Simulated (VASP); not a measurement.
Input of a VASP 6.6.1 run:

Contents of INCAR:

```
  ALGO = Normal
  EDIFF = 1E-6
  ENCUT = 520
  GGA = PE
  ISIF = 2
  ISMEAR = 0
  LASPH = True
  LCHARG = False
  LREAL = Auto
  LWAVE = False
  NBANDS = 154
  NELM = 80
  PREC = Accurate
  SIGMA = 0.05
```

KPOINTS

```
k-points
0
Gamma
  2 2 2
```

File POSCAR:

```
KMgF3
1.0
    7.9718000000      0.0000000000      0.0000000000
    0.0000000000      7.9718000000      0.0000000000
    0.0000000000      0.0000000000      7.9718000000
K Mg F
8 8 24
Direct
    0.2500000000      0.2500000000      0.2500000000
    0.2500000000      0.2500000000      0.7500000000
    0.2500000000      0.7500000000      0.2500000000
    0.2500000000      0.7500000000      0.7500000000
    0.7500000000      0.2500000000      0.2500000000
    0.7500000000      0.2500000000      0.7500000000
    0.7500000000      0.7500000000      0.2500000000
    0.7500000000      0.7500000000      0.7500000000
    0.0000000000      0.0000000000      0.0000000000
    0.0000000000      0.0000000000      0.5000000000
    0.0000000000      0.5000000000      0.0000000000
    0.0000000000      0.5000000000      0.5000000000
    0.5000000000      0.0000000000      0.0000000000
    0.5000000000      0.0000000000      0.5000000000
    0.5000000000      0.5000000000      0.0000000000
    0.5000000000      0.5000000000      0.5000000000
    0.2500000000      0.0000000000      0.0000000000
    0.2500000000      0.0000000000      0.5000000000
    0.2500000000      0.5000000000      0.0000000000
    0.2500000000      0.5000000000      0.5000000000
    0.7500000000      0.0000000000      0.0000000000
    0.7500000000      0.0000000000      0.5000000000
    0.7500000000      0.5000000000      0.0000000000
    0.7500000000      0.5000000000      0.5000000000
    0.0000000000      0.2500000000      0.0000000000
    0.0000000000      0.2500000000      0.5000000000
    0.0000000000      0.7500000000      0.0000000000
    0.0000000000      0.7500000000      0.5000000000
    0.5000000000      0.2500000000      0.0000000000
    0.5000000000      0.2500000000      0.5000000000
    0.5000000000      0.7500000000      0.0000000000
    0.5000000000      0.7500000000      0.5000000000
    0.0000000000      0.0000000000      0.2500000000
    0.0000000000      0.0000000000      0.7500000000
    0.0000000000      0.5000000000      0.2500000000
    0.0000000000      0.5000000000      0.7500000000
    0.5000000000      0.0000000000      0.2500000000
    0.5000000000      0.0000000000      0.7500000000
    0.5000000000      0.5000000000      0.2500000000
    0.5000000000      0.5000000000      0.7500000000
```

Potentials or basis: VASP PAW PBE potentials, release 64 (K_sv, Mg, F).

Run with:

```sh
$ cat potpaw_PBE.64/K_sv/POTCAR potpaw_PBE.64/Mg/POTCAR potpaw_PBE.64/F/POTCAR > POTCAR
$ mpirun -np 1 vasp_std > vasp.out
```

(1) What does it give for the band gap on the k mesh?

(2) What does it give for the pressure?

Results:

(1) 7.30 eV.

(2) 3.2 GPa.

Caveat: the cell stands under pressure.
